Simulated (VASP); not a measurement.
The system is Li2Se.

```
CELL_PARAMETERS angstrom
0.00000 3.00250 3.00250
3.00250 0.00000 3.00250
3.00250 3.00250 0.00000
ATOMIC_POSITIONS crystal
Li 0.25000 0.25000 0.25000
Li 0.75000 0.75000 0.75000
Se 0.00000 0.00000 0.00000
```

Base run:

* Program: VASP 6.6.1
* Functional: r2SCAN
* Potentials or basis: VASP PAW PBE potentials, release 64 (Li_sv, Se)
* Cutoff: 830 eV
* k mesh: 8 × 8 × 8
* Occupations: gaussian, width 0.05 eV
* Spin: no spin polarisation

Its results: band gap on the k mesh 3.46 eV (least direct gap 4.13 eV); pressure -0.5 GPa.

Question: The run is repeated on the same cell with these changes: dispersion from none to D3(BJ). What comes out?

Answer: Band gap on the k mesh 3.46 eV (least direct gap 4.13 eV); pressure -1.6 GPa.

Dispersion adds attraction, which lowers the pressure at fixed volume and, as a term added to the energy, leaves the levels alone.

Caveats: the PAW data sets were made with another functional, which shifts forces and pressure a little; three body term missing (at least some runs).

A k mesh can miss the band edges.
